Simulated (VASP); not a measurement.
## Al2GaSb3: single point with PBE

Crystal: Al2GaSb3.

```
Al Ga Sb
1.0
     6.92136    0.00000    0.00000
    -3.46068    5.99407    0.00000
     0.00000    0.00000    4.08985
Al Ga Sb
2 1 3
Direct
  0.66667 0.33333 0.00000
  0.33333 0.66667 0.00000
  0.00000 0.00000 0.00000
  0.50000 0.00000 0.50000
  0.00000 0.50000 0.50000
  0.50000 0.50000 0.50000
```

The cell was built from a structure type or drawn by symmetry, and may not be a known phase.

```yaml
Program: VASP 6.6.1
Task: single point
Functional: PBE
Potentials_or_basis: VASP PAW PBE potentials, release 64 (Al, Ga_d, Sb)
Cutoff: 520 eV
k_mesh: 6 × 6 × 10
Occupations: gaussian, width 0.1 eV
Spin: no spin polarisation
Dipole_correction: no
Further_INCAR_settings: ALGO = Normal; EDIFF = 1e-06; NBANDS = 26
```

```
Pressure               : 0.1 GPa
Band gap on the k mesh : zero (bands 17 and 18 overlap by 1.84 eV)
```

Levels at points of the mesh, in eV from the Fermi level:
```csv
k point,band 14,band 15,band 16,band 17,band 18,band 19,band 20,band 21
"(0.00, 0.00, 0.00)",-0.93,0.24,0.24,0.82,0.82,1.62,1.71,2.24
"(0.50, 0.00, 0.00)",-2.03,-1.32,-1.27,-0.11,0.19,0.85,1.07,1.43
"(0.00, 0.00, 0.50)",-3.79,-2.67,-2.67,-0.47,-0.47,-0.38,2.25,2.25
"(0.50, 0.00, 0.50)",-1.99,-1.80,-1.10,-0.90,-0.74,0.29,1.11,1.47
```

Wall time 4.4 min on 1 thread of Intel Xeon 8259CL (shared host), peak memory 0.4 GiB.

Caveat: spin-orbit coupling is left out, which moves the levels of the heavy elements.
